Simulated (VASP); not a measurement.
A run of VASP 6.6.1:

The input POSCAR:

```
Cs3Pt
1.0
    5.7776530000      0.0000000000      0.0000000000
    0.0000000000      5.7776530000      0.0000000000
    0.0000000000      0.0000000000      5.7776530000
Cs Pt
3 1
Direct
    0.0000000000      0.0000000000      0.5000000000
    0.0000000000      0.5000000000      0.0000000000
    0.5000000000      0.0000000000      0.0000000000
    0.5000000000      0.5000000000      0.5000000000
```

The input INCAR.step1:

```
SYSTEM = Cs3Pt
PREC = Accurate
ENCUT = 520
EDIFF = 1E-7
ISMEAR = -1
SIGMA = 0.08
LREAL = .FALSE.
LASPH = .TRUE.
NELM = 100
ALGO = Normal
ISIF = 2
LWAVE = .FALSE.
LCHARG = .TRUE.
LMAXMIX = 4
GGA = PE
NBANDS = 26
```

The input KPOINTS.step1:

```
Automatic mesh
0
G
  6 6 6
  0 0 0
```

INCAR.step2

```
SYSTEM = Cs3Pt
PREC = Accurate
ENCUT = 520
EDIFF = 1E-7
ISMEAR = -5
SIGMA = 0.08
LREAL = .FALSE.
LASPH = .TRUE.
NELM = 100
ALGO = Normal
ISIF = 2
LWAVE = .FALSE.
LCHARG = .FALSE.
LMAXMIX = 4
GGA = PE
LORBIT = 11
NEDOS = 2001
ICHARG = 11
```

File KPOINTS.step2:

```
Automatic mesh
0
G
  9 9 9
  0 0 0
```

Potentials or basis: VASP PAW PBE potentials, release 64 (Cs_sv, Pt).

Launch:

```bash
$ cat potpaw_PBE.64/Cs_sv/POTCAR potpaw_PBE.64/Pt/POTCAR > POTCAR
$ cp INCAR.step1 INCAR
$ cp KPOINTS.step1 KPOINTS
$ mpirun -np 1 vasp_std > vasp.out
$ cp INCAR.step2 INCAR
$ cp KPOINTS.step2 KPOINTS
$ mpirun -np 1 vasp_std > vasp.out
```

Hardware: 1 thread of Intel(R) Xeon(R) Platinum 8488C (Sapphire Rapids), on a shared host.

Estimate the wall time of this run.

Wall time 2.7 min on 1 thread of Intel(R) Xeon(R) Platinum 8488C (Sapphire Rapids), on a shared host, peak memory 0.38 GiB. Counts: k points 35.
